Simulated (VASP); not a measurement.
A run of VASP 6.6.1:

Contents of INCAR:

```
SYSTEM = Sn2PdAu
ALGO = Fast ; EDIFF = 1E-6
ENCUT = 520 ; GGA = PS
ISIF = 2 ; ISMEAR = -1
LASPH = .True. ; LCHARG = .False.
LREAL = .False. ; LWAVE = .False.
NBANDS = 32 ; NELM = 80
PREC = Accurate ; SIGMA = 0.05
```

File KPOINTS:

```
k-points
0
Gamma
  7 7 5
  0 0 0
```

File POSCAR:

```
Sn2PdAu
1.0
    4.1630177513      0.0000000000      0.0000000000
   -2.0815088756      3.6052791290      0.0000000000
    0.0000000000      0.0000000000      5.6982968800
Au Sn Pd
1 2 1
Direct
    0.0000000000      0.0000000000      0.5000000000
    0.6666666667      0.3333333333      0.7645303700
    0.3333333333      0.6666666667      0.2354696300
    0.0000000000      0.0000000000      0.0000000000
```

Potentials or basis: VASP PAW PBE potentials, release 64 (Au, Sn_d, Pd).

The run is started by

```console
$ cat potpaw_PBE.64/Au/POTCAR potpaw_PBE.64/Sn_d/POTCAR potpaw_PBE.64/Pd/POTCAR > POTCAR
$ mpirun -np 1 vasp_std > vasp.out
```

Hardware: 1 thread of Intel(R) Xeon(R) Platinum 8488C (Sapphire Rapids), on a shared host.

Task: Estimate the wall time of this run.

Result: Wall time 73 s on 1 thread of Intel(R) Xeon(R) Platinum 8488C (Sapphire Rapids), with other jobs on the host, peak memory 0.26 GiB. Counts: scf iterations 15, k points 32.
